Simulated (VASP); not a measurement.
Input of a VASP 6.6.1 run:

File INCAR:

```
  PREC = Accurate
  ENCUT = 520
  EDIFF = 1E-6
  ISMEAR = -1
  SIGMA = 0.05
  LREAL = False
  LASPH = True
  NELM = 80
  ALGO = Normal
  ISIF = 2
  LWAVE = False
  LCHARG = False
  GGA = PE
  NBANDS = 56
```

Contents of KPOINTS:

```
regular mesh
0
Gamma
  5 5 5
```

Contents of POSCAR:

```
HfO2
1.0
    5.0488293586      0.0000000000      0.0000000000
    0.0000000000      5.1156143815      0.0000000000
   -0.8470580823      0.0000000000      5.1434008384
Hf O
4 8
Direct
    0.2755000000      0.4603000000      0.7080000000
    0.7245000000      0.9603000000      0.7920000000
    0.7245000000      0.5397000000      0.2920000000
    0.2755000000      0.0397000000      0.2080000000
    0.0742000000      0.1684000000      0.8467000000
    0.9258000000      0.6684000000      0.6533000000
    0.9258000000      0.8316000000      0.1533000000
    0.0742000000      0.3316000000      0.3467000000
    0.4487000000      0.7419000000      0.9801000000
    0.5513000000      0.2419000000      0.5199000000
    0.5513000000      0.2581000000      0.0199000000
    0.4487000000      0.7581000000      0.4801000000
```

Potentials or basis: VASP PAW PBE potentials, release 64 (Hf_pv, O).

Command:

```bash
$ cat potpaw_PBE.64/Hf_pv/POTCAR potpaw_PBE.64/O/POTCAR > POTCAR
$ mpirun -np 1 vasp_std > vasp.out
```

Task: What does it give for the largest force?

Result: 0.586 eV/Å.

Task: What does it give for the band gap on the k mesh?

Result: 4.31 eV, indirect (least direct gap 4.36 eV).

Task: Estimate the pressure.

Result: 13.8 GPa.

Forces on the atoms (eV/Å):
```
Hf   0.404  0.093  0.165
Hf  -0.404  0.093 -0.165
Hf  -0.404 -0.093 -0.165
Hf   0.404 -0.093  0.165
O   -0.485 -0.212 -0.251
O    0.485 -0.212  0.251
O    0.485  0.212  0.251
O   -0.485  0.212 -0.251
O   -0.268  0.046 -0.031
O    0.268  0.046  0.031
O    0.268 -0.046  0.031
O   -0.268 -0.046 -0.031
```

Caveat: spin-orbit coupling is left out, which moves the levels of the heavy elements. Expect the measured gap to be larger: semilocal functionals such as PBE lack the derivative discontinuity.
